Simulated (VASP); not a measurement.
## ScC6: single point with PBE

Crystal: ScC6.

```
CELL_PARAMETERS angstrom
3.94105 -2.26495 -0.03368
3.94105 2.26495 -0.03368
-1.12790 0.00000 3.62857
ATOMIC_POSITIONS crystal
Sc 0.49198 0.49198 0.55118
C 0.94755 0.61789 0.70197
C 0.55130 0.87699 0.28449
C 0.61789 0.94755 0.70197
C 0.87699 0.55130 0.28449
C 0.39861 0.08082 0.98765
C 0.08082 0.39861 0.98765
```

```json
{
  "Program": "VASP 6.6.1",
  "Task": "single point",
  "Functional": "PBE",
  "Potentials or basis": "VASP PAW PBE potentials, release 64 (Sc_sv, C)",
  "Cutoff": "520 eV",
  "k mesh": "10 × 10 × 10",
  "Occupations": "gaussian, width 0.1 eV",
  "Spin": "no spin polarisation"
}
```

| Item | Value |
| --- | --- |
| Pressure | 0.6 GPa |
| Largest force | 0.046 eV/Å |
| Band gap on the k mesh | zero (an odd number of electrons rules out a gap without spin polarisation) |

Forces on the atoms (eV/Å):
```
Sc  -0.046  0.000  0.003
C    0.021 -0.026  0.020
C    0.002  0.034 -0.018
C    0.021  0.026  0.020
C    0.002 -0.034 -0.018
C   -0.001  0.003 -0.004
C   -0.001 -0.003 -0.004
```

Stress tensor (GPa, compression positive):
```
 0.54  0.00 -0.08
 0.00  0.68  0.00
-0.08  0.00  0.58
```

Levels at points of the mesh, in eV from the Fermi level:
```tsv
k point	band 16	band 17	band 18	band 19	band 20	band 21
(0.00, 0.00, 0.00)	-3.99	-3.52	0.53	0.97	1.70	2.27
(0.50, 0.00, 0.00)	-2.90	-0.95	0.06	0.60	1.04	2.11
(0.50, 0.50, 0.00)	-3.12	-2.35	0.07	1.04	1.31	1.92
(0.00, 0.00, 0.50)	-3.04	-1.80	-1.28	1.10	1.93	2.12
(0.50, 0.00, 0.50)	-4.09	-2.84	1.01	1.32	1.78	2.18
(0.50, 0.50, 0.50)	-3.56	-1.26	-0.56	1.10	1.38	1.69
```

Run time: 9.4 min on 1 thread of Intel(R) Xeon(R) Platinum 8375C CPU @ 2.90GHz (Ice Lake), with other jobs on the host, peak memory 0.48 GiB.
